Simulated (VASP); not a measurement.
Wanted: the native input for a VASP 6.6.1 run.

```
Task                   : single point
Functional             : PBE
Potentials or basis    : VASP PAW PBE potentials, release 64 (Be)
Cutoff                 : 520 eV
k mesh                 : 6 × 6 × 8
Occupations            : gaussian, width 0.1 eV
Spin                   : no spin polarisation
Dipole correction      : no
Further INCAR settings : ALGO = Fast; EDIFF = 1e-06; NBANDS = 9
```

The structure of Be lies in POSCAR:

```
Be
1.0
    2.6471686800      0.0000000000      0.0000000000
    0.0000000000      2.6471686800      0.0000000000
    0.0000000000      0.0000000000      2.4423817400
Be
2
Direct
    0.5000000000      0.0000000000      0.4688509500
    0.0000000000      0.5000000000      0.5311490500
```

These files were run (other wordings do the same):

INCAR

```
ALGO     = Fast           # electronic algorithm
EDIFF    = 1E-6           # SCF threshold, eV
ENCUT    = 520            # plane-wave cutoff, eV
GGA      = PE             # functional
ISIF     = 2              # what is computed and relaxed
ISMEAR   = 0              # smearing method
LASPH    = T              # aspherical terms in the spheres
LCHARG   = F              # write CHGCAR
LREAL    = F              # projectors in reciprocal space
LWAVE    = F              # write WAVECAR
NBANDS   = 9              # bands
NELM     = 80             # most SCF steps
PREC     = Accurate       # precision mode
SIGMA    = 0.1            # smearing width, eV
```

KPOINTS

```
k-points
0
Gamma
  6 6 8
```

Potentials or basis: VASP PAW PBE potentials, release 64 (Be).

Launch:

```sh
$ cat potpaw_PBE.64/Be/POTCAR > POTCAR
$ mpirun -np 1 vasp_std > vasp.out
```

It gave:

| Item | Value |
| --- | --- |
| Pressure | 24.2 GPa |
| Largest force | 0.871 eV/Å |
| Band gap on the k mesh | zero (band 2 reaches 9.19 eV, above the bottom of band 3 at 5.17 eV) |

Caveat: the k points lie up to 0.40 Å⁻¹ apart.

Wall time 7.3 s on 1 thread of AMD EPYC 7R43 64-Core Processor (Zen 3), with other jobs on the host, peak memory 0.08 GiB.
